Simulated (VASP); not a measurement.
Write the native input for VASP 6.6.1 that does the following.

| Item | Value |
| --- | --- |
| Task | single point |
| Functional | PBE |
| Potentials or basis | VASP PAW PBE potentials, release 64 (Mg, S) |
| Cutoff | 520 eV |
| k mesh | 6 × 6 × 1 |
| Occupations | gaussian, width 0.1 eV |
| Spin | no spin polarisation |
| Dipole correction | no |
| Further INCAR settings | ALGO = Normal; EDIFF = 1e-07; NBANDS = 29 |

The structure of Mg3S2 lies in POSCAR:

```
Mg3S2
1.0
    3.6951092327      0.0000000000      0.0000000000
   -1.8475546164      3.2000584653      0.0000000000
    0.0000000000      0.0000000000     17.7358026547
Mg S
6 4
Direct
    0.3333333333      0.6666666667      0.8300883330
    0.6666666667      0.3333333333      0.3300883330
    0.6666666667      0.3333333333      0.1699116670
    0.3333333333      0.6666666667      0.6699116670
    0.0000000000      1.0000000000      0.0000000000
    1.0000000000      0.0000000000      0.5000000000
    0.6666666667      0.3333333333      0.9144117643
    0.3333333333      0.6666666667      0.4144117643
    0.6666666667      0.3333333333      0.5855882357
    0.3333333333      0.6666666667      0.0855882357
```

The input as run:

INCAR

```
PREC = Accurate
ENCUT = 520
EDIFF = 1E-7
ISMEAR = 0
SIGMA = 0.1
LREAL = False
LASPH = True
NELM = 100
ALGO = Normal
ISIF = 2
LWAVE = False
LCHARG = False
GGA = PE
NBANDS = 29
```

KPOINTS

```
regular mesh
0
Gamma
  6 6 1
```

Potentials or basis: VASP PAW PBE potentials, release 64 (Mg, S).

Run with:

```bash
$ cat potpaw_PBE.64/Mg/POTCAR potpaw_PBE.64/S/POTCAR > POTCAR
$ mpirun -np 1 vasp_std > vasp.out
```

It gave:

The pressure is -0.1 GPa, the largest force is 0.026 eV/Å and the band gap on the k mesh is 0.35 eV (least direct gap 0.42 eV).

Caveat: an odd mesh through Γ misses points on the zone boundary, where band edges can lie.

Run time: 54 s on 1 thread of Intel(R) Xeon(R) Platinum 8375C CPU @ 2.90GHz (Ice Lake), with other jobs on the host, peak memory 0.31 GiB.
